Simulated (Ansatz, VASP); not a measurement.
## AlN: VASP beside Ansatz

```xyz
4
Lattice="3.3143 0.0000 0.0000 -1.6572 2.8703 0.0000 0.0000 0.0000 4.1869" Properties=species:S:1:pos:R:3 pbc="T T T"
Al    0.0000    1.9135    0.0000
Al    1.6572    0.9568    2.0934
N     0.0000    1.9135    2.0934
N     1.6572    0.9568    4.1869
```

Alike in both runs: functional PBE; k mesh 9 × 9 × 6; occupations gaussian, width 0.02 eV; no spin polarisation.

Ansatz relaxed the structure, and its values are those at the end. VASP's run is a single point on that final structure, the one shown.

```csv
,VASP,Ansatz
version,VASP 6.6.1,Ansatz 0.2.0
potentials or method,"VASP PAW PBE potentials, release 64 (Al, N), cutoff 600 eV","scalar-relativistic, plane waves, PAW"
valence electrons in the cell,16,16
```

Ansatz gave:

* gap on the k mesh at the Fermi level (eV): 3.25
* least direct gap on the mesh (eV): 3.25
* pressure (GPa): 0.0

What did VASP give for the same quantities?

gap on the k mesh at the Fermi level (eV): 3.26; least direct gap on the mesh (eV): 3.26; pressure (GPa): -0.4.

The functional is the same, so the differences come from potentials, cutoffs and numerics.
